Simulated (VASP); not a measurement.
# BaSi2C2 (Cmmm) in VASP: further runs, part 2 of 2

VASP 6.6.1.

## 3. Single point, PBE

This run uses another cell than the first one, of 22.60 Å³/atom.

INCAR

```
SYSTEM = BaSi2C2
  ALGO = Fast
  EDIFF = 1E-6
  ENCUT = 520
  GGA = PE
  ISIF = 2
  ISMEAR = 0
  LASPH = .True.
  LCHARG = .False.
  LREAL = .False.
  LWAVE = .False.
  NBANDS = 21
  NELM = 80
  PREC = Accurate
  SIGMA = 0.1
```

KPOINTS

```
k-points
0
Gamma
  8 8 10
  0 0 0
```

POSCAR

```
BaSi2C2
1.0
    3.0952052923     -4.5028808767      0.0000000000
    3.0952052923      4.5028808767      0.0000000000
    0.0000000000      0.0000000000      4.0538736750
Ba Si C
1 2 2
Direct
    0.0000000000      0.0000000000      0.5000000000
    0.6269308521      0.3730691479      0.5000000000
    0.3730691479      0.6269308521      0.5000000000
    0.6091958188      0.6091958188      0.0000000000
    0.3908041812      0.3908041812      0.0000000000
```

Potentials or basis: VASP PAW PBE potentials, release 64 (Ba_sv, Si, C).

Launch:

```console
> cat potpaw_PBE.64/Ba_sv/POTCAR potpaw_PBE.64/Si/POTCAR potpaw_PBE.64/C/POTCAR > POTCAR
> mpirun -np 1 vasp_std > vasp.out
```

Run time: 7 min. Hardware: 1 thread of Oxide Virtual Turin-like, shared host; peak memory 0.41 GiB.

It converged, with:

```
Free energy            : -26.6973 eV
Pressure               : 0.4 GPa
Largest force          : 0.081 eV/Å
Band gap on the k mesh : zero (bands 13 and 14 overlap by 2.26 eV)
```

Forces on the atoms (eV/Å):
```
Ba   0.000  0.000  0.000
Si   0.000  0.029  0.000
Si   0.000 -0.029  0.000
C    0.081  0.000  0.000
C   -0.081  0.000  0.000
```

Stress tensor (GPa, compression positive):
```
0.81 0.00 0.00
0.00 0.18 0.00
0.00 0.00 0.34
```

Levels at points of the mesh, in eV from the Fermi level:
```csv
k point,band 10,band 11,band 12,band 13,band 14,band 15,band 16,band 17
"(0.00, 0.00, 0.00)",-2.92,-2.81,-2.07,-1.05,0.87,1.60,2.42,2.45
"(0.50, 0.00, 0.00)",-2.20,-1.97,-1.90,-0.22,0.38,1.58,2.10,2.19
"(0.50, 0.50, 0.00)",-2.87,-1.73,-1.27,0.13,0.14,0.72,1.29,2.42
"(0.00, 0.00, 0.50)",-3.23,-2.97,-1.58,-1.03,1.28,1.33,1.41,1.98
"(0.50, 0.00, 0.50)",-3.49,-3.03,-2.09,0.19,1.31,2.00,2.26,2.49
"(0.50, 0.50, 0.50)",-2.73,-2.15,-1.58,1.32,1.47,1.60,2.11,2.34
```

Caveat: spin-orbit coupling is left out, which moves the levels of the heavy elements.

## 4. Single point, PBE, collinear spin

This run uses another cell than the first one, of 17.79 Å³/atom.

INCAR

```
SYSTEM = BaSi2C2
PREC = Accurate
ENCUT = 520
EDIFF = 1E-7
ISMEAR = 0
SIGMA = 0.1
LREAL = .FALSE.
LASPH = .TRUE.
NELM = 150
ALGO = Normal
ISIF = 2
LWAVE = .FALSE.
LCHARG = .FALSE.
ISPIN = 2
MAGMOM = 0 0 0 1 1
LORBIT = 11
GGA = PE
NBANDS = 25
```

KPOINTS

```
Automatic mesh
0
G
  6 6 4
  0 0 0
```

POSCAR

```
BaSi2C2
1.0
    2.2139421100     -2.8984884700      0.0000000000
    2.2139421100      2.8984884700      0.0000000000
    0.0000000000      0.0000000000      6.9302186500
Ba Si C
1 2 2
Direct
    0.0000000000      0.0000000000      0.5000000000
    0.6492465000      0.3507535000      0.5000000000
    0.3507535000      0.6492465000      0.5000000000
    0.6903358200      0.6903358200      0.0000000000
    0.3096641800      0.3096641800      0.0000000000
```

Potentials or basis: VASP PAW PBE potentials, release 64 (Ba_sv, Si, C).

Launch:

```console
> cat potpaw_PBE.64/Ba_sv/POTCAR potpaw_PBE.64/Si/POTCAR potpaw_PBE.64/C/POTCAR > POTCAR
> mpirun -np 1 vasp_std > vasp.out
```

OUTCAR:

```text
SYSTEM = BaSi2C2
   PREC = Accurate
   ENCUT = 520
   EDIFF = 1E-7
   ISMEAR = 0
   LREAL = .FALSE.
   LASPH = .TRUE.
   NELM = 150
   ISIF = 2
   ISPIN = 2
   LORBIT = 11
   GGA = PE

 ion  position               nearest neighbor table
   1  0.000  0.000  0.500-   2 2.03   3 2.03   2 2.38   3 2.38   2 2.38   3 2.38   3 3.76   2 3.76

   2  0.649  0.351  0.500-   3 1.73   1 2.03   1 2.38   1 2.38   3 2.50   3 2.50   1 3.76
   3  0.351  0.649  0.500-   2 1.73   1 2.03   1 2.38   1 2.38   2 2.50   2 2.50   1 3.76
   4  0.690  0.690  0.000-   5 1.69
   5  0.310  0.310  0.000-   4 1.69

  LATTYP: Found a base centered orthorhombic cell.
 ALAT       =     4.4278842200
 B/A-ratio  =     1.3091979492
 C/A-ratio  =     1.5651309532

  Lattice vectors:

 A1 = (   2.2139421100,  -2.8984884700,   0.0000000000)
 A2 = (   2.2139421100,   2.8984884700,   0.0000000000)
 A3 = (   0.0000000000,   0.0000000000,   6.9302186500)

Analysis of symmetry for initial positions (statically):
=====================================================================
 Subroutine PRICEL returns:
 Original cell was already a primitive cell.
[... 1554 lines left out ...]
  -------------------------------------------------------------------------------------
  Total       30.4354511     96.0748980     -3.0251855      0.0000000      0.0000000      0.0000000
  in kB      548.2461052   1730.6360426    -54.4938906      0.0000000      0.0000000      0.0000000
  external PRESSURE =     741.4627524 kB  Pullay stress =       0.0000000 kB

 VOLUME and BASIS-vectors are now :
 -----------------------------------------------------------------------------
  energy-cutoff  :      520.00
  volume of cell :       88.94
      direct lattice vectors                 reciprocal lattice vectors
     2.213942110 -2.898488470  0.000000000     0.225841497 -0.172503705  0.000000000
     2.213942110  2.898488470  0.000000000     0.225841497  0.172503705  0.000000000
     0.000000000  0.000000000  6.930218650     0.000000000  0.000000000  0.144295592

 POSITION                                       TOTAL-FORCE (eV/Angst)
 -----------------------------------------------------------------------------------
      0.00000      0.00000      3.46511        -0.000000      0.000000      0.000000
      2.21394     -0.86518      3.46511        -0.000000     -6.063275      0.000000
      2.21394      0.86518      3.46511        -0.000000      6.063275      0.000000
      3.05673      0.00000      0.00000        -6.592419      0.000000      0.000000
      1.37116      0.00000      0.00000         6.592419      0.000000      0.000000
 -----------------------------------------------------------------------------------
    total drift:                               -0.000000     -0.000000      0.000000

  FREE ENERGIE OF THE ION-ELECTRON SYSTEM (eV)
  ---------------------------------------------------
  free  energy   TOTEN  =        -1.6428458226 eV

  energy  without entropy=       -1.6254541516  energy(sigma->0) =       -1.63414999

 total charge

# of ion       s       p       d       tot
------------------------------------------
    1        2.166   5.470   2.641  10.277
    2        0.910   1.302   0.000   2.212
    3        0.910   1.302   0.000   2.212
    4        0.992   1.057   0.000   2.049
    5        0.992   1.057   0.000   2.049
--------------------------------------------------
tot          5.969  10.187   2.641  18.797

 magnetization (x)

# of ion       s       p       d       tot
------------------------------------------
    1        0.000   0.000  -0.002  -0.002
    2        0.000   0.001   0.000   0.001
    3        0.000   0.001   0.000   0.001
    4        0.009   0.060   0.000   0.069
    5        0.009   0.060   0.000   0.069
--------------------------------------------------
tot          0.018   0.123  -0.002   0.139
```

stdout:

```text
POSCAR found type information on POSCAR BaSiC
 POSCAR found :  3 types and       5 ions
 scaLAPACK will be used
 LDA part: xc-table for (Slater+PW92), standard interpolation
 POSCAR, INCAR and KPOINTS ok, starting setup
 FFT: planning ... GRIDC
 FFT: planning ... GRID_SOFT
 FFT: planning ... GRID
 WAVECAR not read
 entering main loop
```

It took 4.2 min on 1 thread of Oxide Virtual Turin-like, shared host; peak memory 0.28 GiB.

What came out:

| Item | Value |
| --- | --- |
| Free energy | -1.6428 eV |
| Pressure | 74.1 GPa |
| Largest force | 6.592 eV/Å |
| Net moment | 0.22 μB per cell |
| Site moments | Ba -0.00; Si +0.00; C +0.07 μB |
| Valence electrons inside the program's atomic spheres | Ba 10.28; Si 2.21; C 2.05 |

Forces in eV/Å, atoms in the order of the input:
```
Ba   0.000  0.000  0.000
Si   0.000 -6.063  0.000
Si   0.000  6.063  0.000
C   -6.592  0.000  0.000
C    6.592  0.000  0.000
```

Stress tensor (GPa, compression positive):
```
 54.82   0.00   0.00
  0.00 173.06   0.00
  0.00   0.00  -5.45
```

Caveat: the stress differs along the axes, from -5 to 173 GPa; a moment this small can come from the mesh or the smearing; spin-orbit coupling is left out, which moves the levels of the heavy elements; forces of over 1 eV/Å act on the atoms, so gaps and moduli don't describe the material at rest.

## 5. Overview

| spin | cell | k mesh | gap on the mesh (eV) | pressure (GPa) | moment (μB) | largest force (eV/Å) |
| --- | --- | --- | --- | --- | --- | --- |
| collinear | a = 5.450, b = 5.450, c = 4.101 Å, angles 90.0, 90.0, 110.7°, 5 atoms, atomic positions A | 4 × 4 × 4 | none | 0.5 | 0.00 | 0.05 |
| off | a = 5.464, b = 5.464, c = 4.054 Å, angles 90.0, 90.0, 111.0°, 5 atoms, atomic positions B | 8 × 8 × 10 | none | 0.4 | - | 0.08 |
| collinear | a = 3.647, b = 3.647, c = 6.930 Å, angles 90.0, 90.0, 105.3°, 5 atoms, atomic positions C | 6 × 6 × 4 | none | 74.1 | 0.22 | 6.59 |

Alike in all rows: task single point; level PBE; potentials or basis VASP PAW PBE potentials, release 64 (Ba_sv, Si, C); cutoff (eV) 520; smearing gaussian 0.1 eV.

Caveats: some runs use coarse meshes; spin-orbit coupling is left out, which moves the levels of the heavy elements; the stress differs along the axes, from -5 to 173 GPa (at least some runs); a moment this small can come from the mesh or the smearing (at least some runs); forces of over 1 eV/Å act on the atoms, so gaps and moduli don't describe the material at rest (at least some runs).

Absolute energies hang on the potentials; compare differences alone.
